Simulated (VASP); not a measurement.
A run of VASP 6.6.1 is set up as follows.

The input INCAR:

```
ALGO = Normal
EDIFF = 1E-6
ENCUT = 500
GGA = PS
GGA_COMPAT = F
ISIF = 2
ISMEAR = 0
LASPH = T
LCHARG = F
LREAL = F
LWAVE = F
NBANDS = 12
NELM = 120
PREC = Accurate
SIGMA = 0.05
```

The input KPOINTS:

```
k-points
0
Gamma
  17 17 17
```

The input POSCAR:

```
Zn
1.0
    2.5768434770      0.0000000000      0.0000000000
    0.0000000000      2.5768434770      0.0000000000
    0.0000000000      0.0000000000      2.5768434770
Zn
1
Direct
    0.0000000000      0.0000000000      0.0000000000
```

Potentials or basis: VASP PAW PBE potentials, release 64 (Zn).

Launch:

```bash
$ cat potpaw_PBE.64/Zn/POTCAR > POTCAR
$ mpirun -np 1 vasp_std > vasp.out
```

Task: Estimate the band gap on the k mesh.

Result: Zero (band 6 reaches 7.12 eV, above the bottom of band 7 at -0.24 eV).

Task: Predict the pressure.

Result: -0.5 GPa.

Caveat: the PAW data sets were made with another functional, which shifts forces and pressure a little.
